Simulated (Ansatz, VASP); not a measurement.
## One calculation of Ti, two programs

File INCAR:

```
ALGO = Fast
EDIFF = 1E-7
ENCUT = 520
GGA = PE
ISIF = 2
ISMEAR = 0
LASPH = True
LCHARG = False
LREAL = False
LWAVE = False
NBANDS = 12
NELM = 100
PREC = Accurate
SIGMA = 0.15
```

Contents of KPOINTS:

```
k-points
0
Gamma
  20 20 20
```

The input POSCAR:

```
Ti
1.0
   -1.8066566543      1.8066566543      1.5462376771
    1.8066566543     -1.8066566543      1.5462376771
    1.4485805607      1.4485805607     -1.5462376771
Ti
1
Direct
    0.0000000000      0.0000000000      0.0000000000
```

Input for Ansatz:

```yaml
crystal:
  lattice:
    - [-1.8066566543, 1.8066566543, 1.5462376771]
    - [1.8066566543, -1.8066566543, 1.5462376771]
    - [1.4485805607, 1.4485805607, -1.5462376771]
  atoms:
    - { symbol: Ti, position: [0.0, 0.0, 0.0] }
basis:
  ecutwfc: 520.0
kpoints:
  mp_grid: { grid: [20, 20, 20] }
hamiltonian:
  xc: pbe
  pseudopotentials: { kind: paw, azcp: { folder: soft_1 } }
scf:
  occupations: { method: gaussian, width: 0.15 }
output:
  forces: true
  stress: true
  eigenvalues: true
```

Change from the starting cell: engineering shear strain xy -0.2200, normal strain along z -0.0500.

Alike in both runs: task single point; functional PBE; k mesh 20 × 20 × 20; occupations gaussian, width 0.15 eV; no spin polarisation.

|  | VASP | Ansatz |
| --- | --- | --- |
| version | VASP 6.6.1 | Ansatz 0.2.0 |
| potentials or method | VASP PAW PBE potentials, release 64 (Ti_sv), cutoff 520 eV | scalar-relativistic, plane waves, PAW |
| valence electrons in the cell | 12 | 12 |

Ansatz gave:

```
gap on the k mesh at the Fermi level (eV)                     : none
pressure (GPa)                                                : 6.9
traceless stress, the component that is largest in VASP (GPa) : 7.60
```

Question: What did VASP give for the same quantities?

Answer: gap on the k mesh at the Fermi level (eV): none; pressure (GPa): 6.6; traceless stress, the component that is largest in VASP (GPa): 7.64.

A gap of «none» marks a metal or a gap that the smearing closes. The functional is the same, so the differences come from potentials, cutoffs and numerics.
